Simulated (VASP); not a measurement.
Here is a VASP 6.6.1 calculation.

Contents of INCAR:

```
  ALGO = Normal
  EDIFF = 1E-6
  ENCUT = 500
  GGA = CA
  GGA_COMPAT = False
  ISIF = 2
  ISMEAR = 0
  LASPH = True
  LCHARG = False
  LREAL = False
  LWAVE = False
  NBANDS = 16
  NELM = 120
  PREC = Accurate
  SIGMA = 0.15
```

Contents of KPOINTS:

```
k-points
0
Gamma
  18 18 10
```

Contents of POSCAR:

```
Ir
1.0
    2.6421000000      0.0000000000      0.0000000000
   -1.3210500000      2.2881257193      0.0000000000
    0.0000000000      0.0000000000      4.4593000000
Ir
2
Direct
    0.6666666667      0.3333333333      0.7500000000
    0.3333333333      0.6666666667      0.2500000000
```

Potentials or basis: VASP PAW LDA potentials, release 64 (Ir).

Run with:

```sh
$ cat potpaw_LDA.64/Ir/POTCAR > POTCAR
$ mpirun -np 1 vasp_std > vasp.out
```

**Question.** Predict the pressure.

**Answer.** 16.9 GPa.

**Question.** Predict the band gap on the k mesh.

**Answer.** Zero (bands 9 and 10 overlap by 3.89 eV).

Stress tensor (GPa, compression positive):
```
23.09  0.00  0.00
 0.00 23.09  0.00
 0.00  0.00  4.52
```

Caveat: the stress differs along the axes, from 5 to 23 GPa; spin-orbit coupling is left out, which moves the levels of the heavy elements.
